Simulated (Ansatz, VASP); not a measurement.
## Ge2Sb2Te5: VASP beside Ansatz

INCAR

```
PREC = Accurate
ENCUT = 520
EDIFF = 1E-6
ISMEAR = -1
SIGMA = 0.02
LREAL = F
LASPH = T
NELM = 60
ALGO = Normal
ISIF = 2
LWAVE = F
LCHARG = F
GGA = PE
NBANDS = 44
```

File KPOINTS:

```
regular mesh
0
Gamma
  12 12 2
```

File POSCAR:

```
Ge2Sb2Te5
1.0
    4.2427228082      0.0000000000      0.0000000000
   -2.1213614041      3.6743057331      0.0000000000
    0.0000000000      0.0000000000     17.3182137284
Ge Sb Te
2 2 5
Direct
    0.3333333333      0.6666666667      0.9009059368
    0.6666666667      0.3333333333      0.0990940632
    0.0000000000      0.0000000000      0.6879597240
    0.0000000000      0.0000000000      0.3120402760
    0.0000000000      0.0000000000      0.0000000000
    0.6666666667      0.3333333333      0.8051761510
    0.3333333333      0.6666666667      0.1948238490
    0.3333333333      0.6666666667      0.5897389009
    0.6666666667      0.3333333333      0.4102610991
```

Input for Ansatz:

```yaml
crystal:
  lattice:
    - [4.2427228082, 0.0, 0.0]
    - [-2.1213614041, 3.6743057331, 0.0]
    - [0.0, 0.0, 17.3182137284]
  atoms:
    - { symbol: Ge, position: [0.3333333333, 0.6666666667, 0.9009059368] }
    - { symbol: Ge, position: [0.6666666667, 0.3333333333, 0.0990940632] }
    - { symbol: Sb, position: [0.0, 0.0, 0.687959724] }
    - { symbol: Sb, position: [0.0, 0.0, 0.312040276] }
    - { symbol: Te, position: [0.0, 0.0, 0.0] }
    - { symbol: Te, position: [0.6666666667, 0.3333333333, 0.805176151] }
    - { symbol: Te, position: [0.3333333333, 0.6666666667, 0.194823849] }
    - { symbol: Te, position: [0.3333333333, 0.6666666667, 0.5897389009] }
    - { symbol: Te, position: [0.6666666667, 0.3333333333, 0.4102610991] }
kpoints:
  mp_grid: { grid: [12, 12, 2] }
  band_path:
    path:
      - [[0.0, 0.0, 0.0], [0.5, 5.911464890409e-17, -6.531930828737e-34], [0.3333333333333, 0.3333333333333, -1.306386165747e-33], [0.0, 0.0, 0.0], [7.921679195814e-84, 1.934530367941e-51, 0.5], [0.5, 5.911464890409e-17, 0.5], [0.3333333333333, 0.3333333333333, 0.5], [7.921679195814e-84, 1.934530367941e-51, 0.5]]
      - [[0.5, 5.911464890409e-17, 0.5], [0.5, 5.911464890409e-17, -6.531930828737e-34]]
      - [[0.3333333333333, 0.3333333333333, 0.5], [0.3333333333333, 0.3333333333333, -1.306386165747e-33]]
    npoints: 10
hamiltonian:
  xc: pbe
scf:
  occupations: { method: fermi_dirac, width: 0.02 }
  n_extra_bands: 6
output:
  forces: true
  stress: true
  eigenvalues: true
```

Alike in both runs: task single point; functional PBE; k mesh 12 × 12 × 2; occupations fermi-dirac, width 0.02 eV; no spin polarisation.

```csv
,VASP,Ansatz
version,VASP 6.6.1,Ansatz 0.2.0
potentials or method,"VASP PAW PBE potentials, release 64 (Ge_d, Sb, Te)","plane waves, PAW"
plane-wave cutoff (eV),520,420
valence electrons in the cell,68,138
```

```csv
,VASP,Ansatz,Ansatz less VASP
pressure (GPa),1.7,1.7,+0.04
"traceless stress, the component that is largest in VASP (GPa)",-0.08,-0.09,-0.009
rms of the force components (eV/Å),0.077,0.068,-0.0084
```

Atom by atom the forces differ by 0.009 eV/Å (rms over components). With one functional, cell and mesh, what is left measures potentials, basis and numerics. VASP's potentials hold 68 valence electrons a cell and Ansatz's 138, so a difference there can come from the potentials and not from the codes.

Neither program's run includes spin-orbit coupling.
